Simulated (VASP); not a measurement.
# Al (Fm-3m) in VASP: further runs

Al is run at these levels: LDA; tasks: single point, relaxation of cell and atoms.

All numbers are computed with VASP 6.6.1; they aren't measurements. Logs are shortened: lines on timing, memory, paths and dates and some standing lists are left out, and cuts for length are marked.

### 1 The cell of the first run

The structure is cubic, space group Fm-3m (No. 225). The conventional cell has a = 3.983 Å, b = 3.983 Å, c = 3.983 Å, α = 90.00°, β = 90.00°, γ = 90.00°. Within 3.7 Å of Al (site symmetry m-3m) lie 12 Al at 2.82 Å.

### 2 Single point, LDA

The input, INCAR:

```
PREC = Accurate
ENCUT = 500
EDIFF = 1E-6
ISMEAR = -1
SIGMA = 0.1
LREAL = False
LASPH = True
NELM = 120
ALGO = Normal
ISIF = 2
LWAVE = False
LCHARG = True
LELF = True
LVHAR = True
NBANDS = 8
GGA_COMPAT = False
```

The input, KPOINTS:

```
regular mesh
0
Gamma
  13 13 13
```

The input, POSCAR:

```
Al
1.0
    0.0000000000      1.9912949438      1.9912949438
    1.9912949438      0.0000000000      1.9912949438
    1.9912949438      1.9912949438      0.0000000000
Al
1
Direct
    0.0000000000      0.0000000000      0.0000000000
```

Potentials or basis: VASP PAW LDA potentials, release 64 (Al).

Started as:

```
cat potpaw_LDA.64/Al/POTCAR > POTCAR
mpirun -np 1 vasp_std > vasp.out
```

OUTCAR:

```text
PREC = Accurate
   ENCUT = 500
   EDIFF = 1E-6
   ISMEAR = -1
   LREAL = False
   LASPH = True
   NELM = 120
   ISIF = 2

 ion  position               nearest neighbor table
   1  0.000  0.000  0.000-

  LATTYP: Found a face centered cubic cell.
 ALAT       =     3.9825898876

  Lattice vectors:

 A1 = (   0.0000000000,   1.9912949438,   1.9912949438)
 A2 = (   1.9912949438,   0.0000000000,   1.9912949438)
 A3 = (   1.9912949438,   1.9912949438,   0.0000000000)

Analysis of symmetry for initial positions (statically):
=====================================================================
 Subroutine PRICEL returns:
 Original cell was already a primitive cell.

 Routine SETGRP: Setting up the symmetry group for a
 face centered cubic supercell.

 Subroutine GETGRP returns: Found 48 space group operations
 (whereof 48 operations were pure point group operations)
 out of a pool of 48 trial point group operations.

The static configuration has the point symmetry O_h .

Analysis of symmetry for dynamics (positions and initial velocities):
=====================================================================
 Subroutine PRICEL returns:
 Original cell was already a primitive cell.

 Routine SETGRP: Setting up the symmetry group for a
 face centered cubic supercell.

 Subroutine GETGRP returns: Found 48 space group operations
 (whereof 48 operations were pure point group operations)
 out of a pool of 48 trial point group operations.

The dynamic configuration has the point symmetry O_h .

 Subroutine INISYM returns: Found 48 space group operations
 (whereof 48 operations are pure point group operations),
 and found     1 'primitive' translations

----------------------------------------------------------------------------------------

                                     Primitive cell

  volume of cell :      15.7920

  direct lattice vectors                    reciprocal lattice vectors
     0.000000000  1.991294944  1.991294944    -0.251092889  0.251092889  0.251092889
     1.991294944  0.000000000  1.991294944     0.251092889 -0.251092889  0.251092889
     1.991294944  1.991294944  0.000000000     0.251092889  0.251092889 -0.251092889

  length of vectors
     2.816116316  2.816116316  2.816116316     0.434905641  0.434905641  0.434905641

  position of ions in fractional coordinates (direct lattice)
     0.000000000  0.000000000  0.000000000

  ion indices of the primitive-cell ions
   primitive index   ion index
                 1           1

----------------------------------------------------------------------------------------

 KPOINTS: regular mesh

Automatic generation of k-mesh.
 Grid dimensions read from file:
 generate k-points for:   13   13   13

 Generating k-lattice:

  Cartesian coordinates                     Fractional coordinates (reciprocal lattice)
    -0.019314838  0.019314838  0.019314838     0.076923077  0.000000000  0.000000000
     0.019314838 -0.019314838  0.019314838     0.000000000  0.076923077  0.000000000
     0.019314838  0.019314838 -0.019314838     0.000000000  0.000000000  0.076923077

  Length of vectors
     0.033454280  0.033454280  0.033454280

  Shift w.r.t. Gamma in fractional coordinates (k-lattice)
     0.000000000  0.000000000  0.000000000

 Subroutine IBZKPT returns following result:
 ===========================================

 Found     84 irreducible k-points:

 Following reciprocal coordinates:
            Coordinates               Weight
  0.000000  0.000000  0.000000      1.000000
  0.076923  0.000000  0.000000      8.000000
  0.153846  0.000000  0.000000      8.000000
  0.230769  0.000000  0.000000      8.000000
  0.307692  0.000000  0.000000      8.000000
  0.384615  0.000000  0.000000      8.000000
[... 16 lines left out ...]
  0.384615  0.153846  0.000000     24.000000
  0.461538  0.153846  0.000000     24.000000
 [... further k-points ...]
   k-points           NKPTS =     84   k-points in BZ     NKDIM =     84   number of bands    NBANDS=      8
   number of dos      NEDOS =    301   number of ions     NIONS =      1
   total plane-waves  NPLWV =  13824
   dimension x,y,z NGX =    24 NGY =   24 NGZ =   24
   dimension x,y,z NGXF=    48 NGYF=   48 NGZF=   48
   ions per type =               1
   NGX,Y,Z   is equivalent  to a cutoff of  14.17, 14.17, 14.17 a.u.
   NGXF,Y,Z  is equivalent  to a cutoff of  28.34, 28.34, 28.34 a.u.
 SYSTEM =  unknown system
   PREC   = accura    normal or accurate (medium, high low for compatibility)
   ISTART =      0    job   : 0-new  1-cont  2-samecut
   ICHARG =      2    charge: 1-file 2-atom 10-const
   ISPIN  =      1    spin polarized calculation?
   LNONCOLLINEAR =      F non collinear calculations
   LSORBIT =      F    spin-orbit coupling
   LASPH  =      T    aspherical Exc in radial PAW
   ENCUT  =  500.0 eV  36.75 Ry    6.06 a.u.   5.13  5.13  5.13*2*pi/ulx,y,z
   NELM   =    120;   NELMIN=  2; NELMDL= -5     # of ELM steps
   EDIFF  = 0.1E-05   stopping-criterion for ELM
   LREAL  =      F    real-space projection
   EDIFFG = 0.1E-04   stopping-criterion for IOM
   NSW    =      0    number of steps for IOM
   IBRION =     -1    ionic relax: 0-MD 1-quasi-New 2-CG
   NFREE  =      0    steps in history (QN), initial steepest desc. (CG)
   ISIF   =      2    stress and relaxation
   ISYM   =      2    0-nonsym 1-usesym 2-fastsym
   POTIM  = 0.5000    time-step for ionic-motion
   TEBEG  =    0.0;   TEEND  =   0.0 temperature during run
   PSTRESS=    0.0 pullay stress
   NELECT =       3.0000    total number of electrons
   NUPDOWN=      -1.0000    fix difference up-down
   EMIN   =  10.00;   EMAX   =-10.00  energy-range for DOS
   EFERMI =   0.00;   METHOD = LEGACY
   ISMEAR =    -1;   SIGMA  =   0.10  broadening in eV -4-tet -1-fermi 0-gaus
   EFERMI_NEDOS =   21; number of points for ismear=-14 and -15
   IALGO  =     38    algorithm
   IMIX   =      4    mixing-type and parameters
     AMIX     =   0.40;   BMIX     =  1.00
     AMIX_MAG =   1.60;   BMIX_MAG =  1.00
  volume/ion in A,a.u.               =      15.79       106.57
  Fermi-wavevector in a.u.,A,eV,Ry     =   0.941101  1.778423 12.050292  0.885671
  Thomas-Fermi vector in A             =   2.068579
   LORBIT       =      0    0 simple, 1 ext, 2 COOP (PROOUT), +10 PAW based schemes
   GGA     = CA    functional components
   LHFCALC =     F    Hartree Fock is set to
   AEXX    =    0.0000 exact exchange contribution
   IVDW    =     0    specifies the selected vdW correction
   LEPSILON=     F    determine dielectric tensor
   LRPA    =     F    only Hartree local field effects (RPA)
 non-spin polarized calculation
  energy-cutoff  :      500.00
  volume of cell :       15.79
 maximum number of plane-waves:       411
 NGX is ok and might be reduce to    24
   NGX = 11   NGY = 11   NGZ = 11

 number of electron       3.0000000 magnetization

 Free energy of the ion-electron system (eV)
  ---------------------------------------------------
  ext. energy  EPLUGINS =         0.00000000
  ---------------------------------------------------
  free energy    TOTEN  =        -4.19519793 eV

  energy without entropy =       -4.18132156  energy(sigma->0) =       -4.18825975

 E-fermi :   8.1896     XC(G=0): -10.5069

 val. band max:        8.1621435116   @ k =  -0.2308   0.3846   0.1538
 cond. band min:       8.2565091346   @ k =   0.4615   0.2308   0.0000
 fundamental gap:      0.0943656230
 Fermi energy:         8.1895873732

 k-point     1 :       0.0000    0.0000    0.0000
  band No.  band energies     occupation
      1      -3.1515      2.00000
      2      21.0647      0.00000
      3      21.0647      0.00000
      4      21.0647      0.00000
      5      22.7258      0.00000
      6      22.7258      0.00000
      7      22.7258      0.00000
      8      25.1887      0.00000

 k-point     2 :       0.0769    0.0000    0.0000
  band No.  band energies     occupation
      1      -2.9864      2.00000
      2      18.7126      0.00000
      3      20.5806      0.00000
      4      20.5806      0.00000
      5      23.3860      0.00000
      6      23.4618      0.00000
      7      23.4618      0.00000
      8      26.7792      0.00000

 k-point     3 :       0.1538    0.0000    0.0000
  band No.  band energies     occupation
      1      -2.4921      2.00000
      2      15.5529      0.00000
      3      19.9209      0.00000
      4      19.9209      0.00000
      5      23.2657      0.00000
      6      24.6009      0.00000
      7      24.6009      0.00000
      8      25.8498      0.00000

 k-point     4 :       0.2308    0.0000    0.0000
  band No.  band energies     occupation
      1      -1.6724      2.00000
      2      12.4983      0.00000
      3      19.4619      0.00000
      4      19.4619      0.00000
      5      23.0350      0.00000
      6      23.6511      0.00000
      7      23.6511      0.00000
      8      27.0211      0.00000

 k-point     5 :       0.3077    0.0000    0.0000
  band No.  band energies     occupation
      1      -0.5331      2.00000
      2       9.6538      0.00000
      3      19.2571      0.00000
      4      19.2571      0.00000
      5      22.2903      0.00000
      6      22.2903      0.00000
      7      22.9516      0.00000
      8      26.4910      0.00000
[... 177 lines left out ...]
 k-point    22 :       0.3077    0.1538    0.0000
  band No.  band energies     occupation
      1      -0.7494      2.00000
      2      12.0082      0.00000
      3      16.6350      0.00000
      4      17.9314      0.00000
      5      18.3856      0.00000
      6      22.9614      0.00000
      7      26.7594      0.00000
      8      27.8606      0.00000

 k-point    23 :       0.3846    0.1538    0.0000
  band No.  band energies     occupation
      1       0.4891      2.00000
      2       9.2806      0.00004
      3      16.5033      0.00000
      4      16.6042      0.00000
      5      18.2758      0.00000
      6      24.9937      0.00000
      7      25.5720      0.00000
      8      27.9582      0.00000

 k-point    24 :       0.4615    0.1538    0.0000
  band No.  band energies     occupation
      1       2.0337      2.00000
      2       6.7930      2.00000
      3      15.4903      0.00000
      4      16.6493      0.00000
      5      18.4721      0.00000
      6      24.5611      0.00000
      7      26.6705      0.00000
      8      28.5459      0.00000

 [... further k-points ...]

------------------------ aborting loop because EDIFF is reached ----------------------------------------

  FORCE on cell =-STRESS in cart. coord.  units (eV):
  Direction    XX          YY          ZZ          XY          YZ          ZX
  --------------------------------------------------------------------------------------
  -------------------------------------------------------------------------------------
  Total        0.0076179      0.0076179      0.0076179      0.0000000     -0.0000000      0.0000000
  in kB        0.7728713      0.7728713      0.7728713      0.0000000     -0.0000000      0.0000000
  external PRESSURE =       0.7728713 kB  Pullay stress =       0.0000000 kB

 VOLUME and BASIS-vectors are now :
 -----------------------------------------------------------------------------
  energy-cutoff  :      500.00
  volume of cell :       15.79
      direct lattice vectors                 reciprocal lattice vectors
     0.000000000  1.991294944  1.991294944    -0.251092889  0.251092889  0.251092889
     1.991294944  0.000000000  1.991294944     0.251092889 -0.251092889  0.251092889
     1.991294944  1.991294944  0.000000000     0.251092889  0.251092889 -0.251092889

 POSITION                                       TOTAL-FORCE (eV/Angst)
 -----------------------------------------------------------------------------------
      0.00000      0.00000      0.00000        -0.000000      0.000000      0.000000
 -----------------------------------------------------------------------------------
    total drift:                                0.000000     -0.000000     -0.000000

  FREE ENERGIE OF THE ION-ELECTRON SYSTEM (eV)
  ---------------------------------------------------
  free  energy   TOTEN  =        -4.1951979288 eV

  energy  without entropy=       -4.1813215624  energy(sigma->0) =       -4.18825975
```

Wall time 2.9 s (1 thread of Intel Xeon 6975P-C (Granite Rapids), shared host); peak memory 0.12 GiB.

What came out:

* Free energy: -4.1952 eV
* Pressure: 0.1 GPa
* Band gap on the k mesh: zero (an odd number of electrons rules out a gap without spin polarisation)

### 3 Relaxation of cell and atoms, LDA

This run uses another cell than the first one, of 16.60 Å³/atom.

The input, INCAR:

```
SYSTEM = Al
PREC = Accurate ; ENCUT = 500
EDIFF = 1E-7 ; ISMEAR = -1
SIGMA = 0.1 ; LREAL = .False.
LASPH = .True. ; NELM = 120
ALGO = Normal ; ISIF = 3
LWAVE = .False. ; LCHARG = .False.
IBRION = 2 ; NSW = 80
EDIFFG = -0.01 ; GGA_COMPAT = .False.
NELMIN = 4
```

The input, KPOINTS:

```
regular mesh
0
Gamma
  13 13 13
  0 0 0
```

The input, POSCAR:

```
Al
1.0
    0.0000000000      2.0247900000      2.0247900000
    2.0247900000      0.0000000000      2.0247900000
    2.0247900000      2.0247900000      0.0000000000
Al
1
Direct
    0.0000000000      0.0000000000      0.0000000000
```

Potentials or basis: VASP PAW LDA potentials, release 64 (Al).

Started as:

```
cat potpaw_LDA.64/Al/POTCAR > POTCAR
mpirun -np 1 vasp_std > vasp.out
```

It took 3.4 s on 1 thread of Intel Xeon 6975P-C (Granite Rapids), shared host; peak memory 0.12 GiB.

The run converged. Its results:

| Quantity | Value |
| --- | --- |
| Free energy | -4.1952 eV |
| Relaxed volume | 15.81 Å³/atom |
| Relaxed cell | a = 2.817 Å, b = 2.817 Å, c = 2.817 Å, α = 60.00°, β = 60.00°, γ = 60.00° |
| Space group after relaxing (to 0.1 Å) | Fm-3m (No. 225) |
| Energy gained by relaxing | 9.7 meV/atom |
| Ionic steps | 3 |
| Pressure after relaxing | 0.0 GPa |
| Band gap on the k mesh | zero (an odd number of electrons rules out a gap without spin polarisation) |

Step by step:
```
step  energy change (eV)  largest force (eV/Å)  pressure (GPa)  volume (Å³)
   1              0.0000                0.0000           -3.70        16.60
   2             -0.0094                0.0000            0.60        15.70
   3             -0.0097                0.0000            0.01        15.81
```

Final structure:
```
CELL_PARAMETERS angstrom
0.00000 1.99186 1.99186
1.99186 0.00000 1.99186
1.99186 1.99186 0.00000
ATOMIC_POSITIONS crystal
Al 0.00000 0.00000 0.00000
```

Levels at points of the mesh, in eV from the Fermi level:
```
           k point  band 1  band 2  band 3  band 4  band 5
(0.00, 0.00, 0.00)  -11.34   12.87   12.87   12.87   14.52
```

### 4 Single point, LDA

The input, INCAR:

```
PREC = Accurate ; ENCUT = 500
EDIFF = 1E-6 ; ISMEAR = -1
SIGMA = 0.1 ; LREAL = False
LASPH = True ; NELM = 120
ALGO = Normal ; ISIF = 2
LWAVE = False ; LCHARG = False
NBANDS = 8 ; GGA_COMPAT = False
```

The input, KPOINTS:

```
Automatic mesh
0
Gamma
  22 22 22
```

The input, POSCAR:

```
Al
1.0
    0.0000000000      1.9912949438      1.9912949438
    1.9912949438      0.0000000000      1.9912949438
    1.9912949438      1.9912949438      0.0000000000
Al
1
Direct
    0.0000000000      0.0000000000      0.0000000000
```

Started as:

```
cat potpaw_LDA.64/Al/POTCAR > POTCAR
mpirun -np 1 vasp_std > vasp.out
```

Wall time 9.1 s (1 thread of Intel Xeon 6975P-C (Granite Rapids), shared host); peak memory 0.14 GiB.

Results (log left out):

```
Free energy            : -4.1992 eV
Pressure               : 0.2 GPa
Band gap on the k mesh : zero (an odd number of electrons rules out a gap without spin polarisation)
```

Levels at points of the mesh, in eV from the Fermi level:
| k point | band 1 | band 2 | band 3 | band 4 |
| --- | --- | --- | --- | --- |
| (0.00, 0.00, 0.00) | -11.39 | 12.83 | 12.83 | 12.83 |
| (0.50, 0.00, 0.00) | -4.71 | -4.44 | 11.65 | 11.65 |
| (0.50, 0.50, 0.00) | -2.99 | -1.61 | 5.32 | 5.76 |

### 5 The runs side by side

```csv
task,cell,k mesh,gap on the mesh (eV),pressure (GPa)
single point,"a = 2.816 Å, angles 60.0°, 1 atom",13 × 13 × 13,none,0.1
relaxation of cell and atoms,"relaxed from a = 2.863 Å, angles 60.0°, 1 atom",13 × 13 × 13,none,0.0
single point,"a = 2.816 Å, angles 60.0°, 1 atom",22 × 22 × 22,none,0.2
```

Alike in all rows: level LDA; potentials or basis VASP PAW LDA potentials, release 64 (Al); no spin polarisation; cutoff (eV) 500; smearing fermi-dirac 0.1 eV.

Total energies depend on the potentials used, so only differences within one code and one set of settings carry meaning.
